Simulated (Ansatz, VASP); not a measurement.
## One calculation of NaCl, two programs

```
Na Cl
1.0
    -0.24936    2.91784    2.91784
     2.57856   -0.16495    2.83342
     2.57856    2.83342   -0.16495
Na Cl
1 1
Direct
  0.01259 0.00210 0.00210
  0.48741 0.49790 0.49790
```

Alike in both runs: task single point; functional PBE; k mesh 8 × 8 × 8; occupations gaussian, width 0.02 eV; no spin polarisation.

|  | VASP | Ansatz |
| --- | --- | --- |
| version | VASP 6.6.1 | Ansatz 0.2.0 |
| potentials or method | VASP PAW PBE potentials, release 64 (Na_pv, Cl), cutoff 520 eV | scalar-relativistic, plane waves, PAW |
| valence electrons in the cell | 14 | 16 |

Ansatz gave:

| Item | Value |
| --- | --- |
| gap on the k mesh at the Fermi level (eV) | 4.64 |
| least direct gap on the mesh (eV) | 4.64 |
| pressure (GPa) | 0.1 |
| traceless stress, the component that is largest in VASP (GPa) | 2.14 |
| rms of the force components (eV/Å) | 0.031 |

What did VASP give for the same quantities?

gap on the k mesh at the Fermi level (eV): 4.64; least direct gap on the mesh (eV): 4.64; pressure (GPa): 0.0; traceless stress, the component that is largest in VASP (GPa): 2.16; rms of the force components (eV/Å): 0.032.

Atom by atom the forces differ by 0.000 eV/Å (rms over components). The functional is the same, so the differences come from potentials, cutoffs and numerics. VASP's potentials hold 14 valence electrons a cell and Ansatz's 16, so a difference there can come from the potentials and not from the codes.
